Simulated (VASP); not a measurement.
# SbW in VASP: further runs, part 2 of 2

VASP 6.6.1. The steps go on from the part before.

## Step 4: Single point, r2SCAN (30.47 Å³/atom)

This run uses another cell than the first one, of 30.47 Å³/atom.

Contents of POSCAR:

```
SbW
1.0
    0.0000000000      3.1234445155      3.1234445155
    3.1234445155      0.0000000000      3.1234445155
    3.1234445155      3.1234445155      0.0000000000
W Sb
1 1
Direct
    0.0000000000      0.0000000000      0.0000000000
    0.2500000000      0.2500000000      0.2500000000
```

Contents of INCAR.step1:

```
PREC     = Accurate       # precision mode
ENCUT    = 520            # plane-wave cutoff, eV
ISMEAR   = 0              # smearing method
SIGMA    = 0.05           # smearing width, eV
LREAL    = F              # projectors in reciprocal space
LASPH    = T              # aspherical terms in the spheres
NELM     = 100            # most SCF steps
NBANDS   = 16             # bands
GGA      = PE             # functional
ALGO     = Normal         # electronic algorithm
EDIFF    = 1E-4           # SCF threshold, eV
LWAVE    = T              # write WAVECAR
LCHARG   = F              # write CHGCAR
```

Contents of INCAR.step2:

```
PREC     = Accurate       # precision mode
ENCUT    = 520            # plane-wave cutoff, eV
EDIFF    = 1E-6           # SCF threshold, eV
ISMEAR   = 0              # smearing method
SIGMA    = 0.05           # smearing width, eV
LREAL    = F              # projectors in reciprocal space
LASPH    = T              # aspherical terms in the spheres
NELM     = 100            # most SCF steps
ALGO     = Normal         # electronic algorithm
ISIF     = 2              # what is computed and relaxed
LWAVE    = F              # write WAVECAR
LCHARG   = F              # write CHGCAR
METAGGA  = R2SCAN         # meta-GGA
LMIXTAU  = T            
NBANDS   = 16             # bands
ISTART   = 1
```

Contents of KPOINTS:

```
regular mesh
0
Gamma
  10 10 10
```

Potentials or basis: VASP PAW PBE potentials, release 64 (W_sv, Sb).

The run is started by

```console
cat potpaw_PBE.64/W_sv/POTCAR potpaw_PBE.64/Sb/POTCAR > POTCAR
cp INCAR.step1 INCAR
mpirun -np 1 vasp_std > vasp.out
cp INCAR.step2 INCAR
mpirun -np 1 vasp_std > vasp.out
```

OUTCAR:

```text
PREC = Accurate
   ENCUT = 520
   EDIFF = 1E-6
   ISMEAR = 0
   LREAL = F
   LASPH = T
   NELM = 100
   ISIF = 2
   METAGGA = R2SCAN
   ISTART = 1

 ion  position               nearest neighbor table
   1  0.000  0.000  0.000-   2 2.70   2 2.70   2 2.70   2 2.70
   2  0.250  0.250  0.250-   1 2.70   1 2.70   1 2.70   1 2.70

  LATTYP: Found a face centered cubic cell.
 ALAT       =     6.2468890310

  Lattice vectors:

 A1 = (   0.0000000000,   3.1234445155,   3.1234445155)
 A2 = (   3.1234445155,   0.0000000000,   3.1234445155)
 A3 = (   3.1234445155,   3.1234445155,   0.0000000000)

Analysis of symmetry for initial positions (statically):
=====================================================================
 Subroutine PRICEL returns:
 Original cell was already a primitive cell.

 Routine SETGRP: Setting up the symmetry group for a
 face centered cubic supercell.

 Subroutine GETGRP returns: Found 24 space group operations
 (whereof 24 operations were pure point group operations)
 out of a pool of 48 trial point group operations.

The static configuration has the point symmetry T_d .

[... 159 lines left out ...]
  energy without entropy =      -73.35635313  energy(sigma->0) =      -73.36155775

 E-fermi :   5.0883     XC(G=0): -10.0911

 val. band max:        5.0860173954   @ k =  -0.4000   0.1000   0.0000
 cond. band min:       5.0906185770   @ k =   0.5000   0.2000   0.1000
 fundamental gap:      0.0046011816
 Fermi energy:         5.0883034816

 k-point     1 :       0.0000    0.0000    0.0000
  band No.  band energies     occupation
      1     -70.8522      2.00000
      2     -34.4295      2.00000
      3     -34.4295      2.00000
      4     -34.4295      2.00000
      5      -5.7358      2.00000
      6       2.1251      2.00000
[... 433 lines left out ...]
      3     -34.4342      2.00000
      4     -34.4338      2.00000
      5      -4.5603      2.00000
      6       0.7171      2.00000
[... 8 lines left out ...]
     15      11.6754      0.00000
     16      14.6009      0.00000

 [... further k-points ...]

------------------------ aborting loop because EDIFF is reached ----------------------------------------

  FORCE on cell =-STRESS in cart. coord.  units (eV):
  Direction    XX          YY          ZZ          XY          YZ          ZX
  --------------------------------------------------------------------------------------
  -------------------------------------------------------------------------------------
  Total       -2.0498587     -2.0498587     -2.0498587      0.0000000     -0.0000000      0.0000000
  in kB      -53.8893713    -53.8893713    -53.8893713      0.0000000     -0.0000000      0.0000000
  external PRESSURE =     -53.8893713 kB  Pullay stress =       0.0000000 kB

 VOLUME and BASIS-vectors are now :
 -----------------------------------------------------------------------------
  energy-cutoff  :      520.00
  volume of cell :       60.94
      direct lattice vectors                 reciprocal lattice vectors
     0.000000000  3.123444516  3.123444516    -0.160079680  0.160079680  0.160079680
     3.123444516  0.000000000  3.123444516     0.160079680 -0.160079680  0.160079680
     3.123444516  3.123444516  0.000000000     0.160079680  0.160079680 -0.160079680

 POSITION                                       TOTAL-FORCE (eV/Angst)
 -----------------------------------------------------------------------------------
      0.00000      0.00000      0.00000        -0.000000     -0.000000      0.000000
      1.56172      1.56172      1.56172         0.000000      0.000000     -0.000000
 -----------------------------------------------------------------------------------
    total drift:                               -0.000000     -0.000000     -0.000000

  FREE ENERGIE OF THE ION-ELECTRON SYSTEM (eV)
  ---------------------------------------------------
  free  energy   TOTEN  =       -73.3667623592 eV

  energy  without entropy=      -73.3563531323  energy(sigma->0) =      -73.36155775
```

It took 2.2 min on 1 thread of Intel Xeon Platinum 8259CL at 2.50GHz (Skylake/Cascade Lake), shared host; peak memory 0.24 GiB.

What came out:

```
Free energy            : -73.3668 eV
Pressure               : -5.4 GPa
Band gap on the k mesh : zero (an odd number of electrons rules out a gap without spin polarisation)
```

Caveat: the cell stands under tension; the PAW data sets were made with another functional, which shifts forces and pressure a little; spin-orbit coupling is left out, which moves the levels of the heavy elements.

## Step 5: Single point, r2SCAN (atom 2 (Sb) moved 0.02 Å along y)

Contents of POSCAR:

```
SbW
1.0
    0.0000000000      3.0537902420      3.0537902420
    3.0537902420      0.0000000000      3.0537902420
    3.0537902420      3.0537902420      0.0000000000
W Sb
1 1
Direct
    0.0000000000      0.0000000000      0.0000000000
    0.2532746191      0.2467253809      0.2532746191
```

Contents of INCAR.step1:

```
PREC = Accurate ; ENCUT = 520
ISMEAR = 0 ; SIGMA = 0.05
LREAL = F ; LASPH = T
NELM = 100 ; NBANDS = 16
GGA = PE ; ALGO = Normal
EDIFF = 1E-4 ; LWAVE = T
LCHARG = F
```

Contents of INCAR.step2:

```
PREC = Accurate ; ENCUT = 520
EDIFF = 1E-6 ; ISMEAR = 0
SIGMA = 0.05 ; LREAL = F
LASPH = T ; NELM = 100
ALGO = Normal ; ISIF = 2
LWAVE = F ; LCHARG = F
METAGGA = R2SCAN ; LMIXTAU = T
NBANDS = 16 ; ISTART = 1
```

KPOINTS is that of step 4.

The run is started by

```console
cat potpaw_PBE.64/W_sv/POTCAR potpaw_PBE.64/Sb/POTCAR > POTCAR
cp INCAR.step1 INCAR
mpirun -np 1 vasp_std > vasp.out
cp INCAR.step2 INCAR
mpirun -np 1 vasp_std > vasp.out
```

It took 4.4 min on 1 thread of Intel Xeon Platinum 8259CL at 2.50GHz (Skylake/Cascade Lake), shared host; peak memory 0.31 GiB.

It converged, with:

```
Free energy            : -73.4340 eV
Pressure               : 0.1 GPa
Largest force          : 0.169 eV/Å
Band gap on the k mesh : zero (an odd number of electrons rules out a gap without spin polarisation)
```

Forces in eV/Å, atoms in the order of the input:
```
W    0.000  0.169  0.000
Sb   0.000 -0.169  0.000
```

Stress tensor (GPa, compression positive):
```
 0.14  0.00 -1.19
 0.00  0.12  0.00
-1.19  0.00  0.14
```

Levels at points of the mesh, in eV from the Fermi level:
```
           k point  band 6  band 7  band 8  band 9  band 10  band 11  band 12  band 13  band 14  band 15
(0.00, 0.00, 0.00)   -3.15   -3.14   -3.12   -0.14    -0.14     3.64     5.96     6.05     6.13     6.90
(0.50, 0.00, 0.00)   -4.57   -2.78   -2.76    0.07     0.10     0.12     3.16     3.21     4.80     8.81
(0.00, 0.50, 0.00)   -4.54   -2.82   -2.80    0.10     0.10     0.13     3.23     3.27     4.77     8.81
(0.50, 0.50, 0.00)   -5.00   -2.00   -2.00   -0.92    -0.14     0.35     1.08     1.08     6.75     6.79
(0.50, 0.00, 0.50)   -5.00   -2.03   -1.97   -0.92    -0.14     0.35     1.04     1.11     6.75     6.79
```

Caveat: the cell differs from its parent crystal (atom 2 (Sb) moved 0.02 Å along y); the PAW data sets were made with another functional, which shifts forces and pressure a little; spin-orbit coupling is left out, which moves the levels of the heavy elements.

## Step 6: Summary

```csv
cell,gap on the mesh (eV),pressure (GPa)
"a = 4.347 Å, angles 60.0°, 2 atoms, atomic positions A",none,-1.7
"a = 4.376 Å, angles 60.0°, 2 atoms, atomic positions A",none,-3.3
"a = 4.417 Å, angles 60.0°, 2 atoms, atomic positions A",none,-5.4
"a = 4.319 Å, angles 60.0°, 2 atoms, atomic positions B",none,0.1
```

Alike in all rows: task single point; level r2SCAN; potentials or basis VASP PAW PBE potentials, release 64 (W_sv, Sb); no spin polarisation; k mesh 10 × 10 × 10; cutoff (eV) 520; smearing gaussian 0.05 eV.

Caveats: the PAW data sets were made with another functional, which shifts forces and pressure a little; spin-orbit coupling is left out, which moves the levels of the heavy elements; the cell stands under tension (at least some runs).

Absolute energies hang on the potentials; compare differences alone.
